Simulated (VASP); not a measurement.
A run of VASP 6.6.1 is set up as follows.

File INCAR:

```
PREC     = Accurate       # precision mode
ENCUT    = 520            # plane-wave cutoff, eV
EDIFF    = 1E-6           # SCF threshold, eV
ISMEAR   = -1             # smearing method
SIGMA    = 0.02           # smearing width, eV
LREAL    = F              # projectors in reciprocal space
LASPH    = T              # aspherical terms in the spheres
NELM     = 60             # most SCF steps
ALGO     = Normal         # electronic algorithm
ISIF     = 2              # what is computed and relaxed
LWAVE    = F              # write WAVECAR
LCHARG   = F              # write CHGCAR
GGA      = PE             # functional
NBANDS   = 24             # bands
```

Contents of KPOINTS:

```
Automatic mesh
0
Gamma
  6 6 4
```

The input POSCAR:

```
KCl
1.0
    5.3170845390      0.0000000000      0.0000000000
   -2.6585422695      4.6047302849      0.0000000000
    0.0000000000      0.0000000000      6.2488721387
K Cl
2 2
Direct
    0.3333333333      0.6666666667     -0.0625000000
    0.6666666667      0.3333333333      0.4375000000
    0.3333333333      0.6666666667      0.4375000000
    0.6666666667      0.3333333333      0.9375000000
```

Potentials or basis: VASP PAW PBE potentials, release 64 (K_sv, Cl).

Launch:

```bash
$ cat potpaw_PBE.64/K_sv/POTCAR potpaw_PBE.64/Cl/POTCAR > POTCAR
$ mpirun -np 1 vasp_std > vasp.out
```

Task: What does it give for the pressure?

Result: 0.6 GPa.

Task: Estimate the band gap on the k mesh.

Result: 4.79 eV, direct.

Caveat: the cell differs from its parent crystal (epitaxial xy strain -0.5%). A k mesh can miss the band edges.
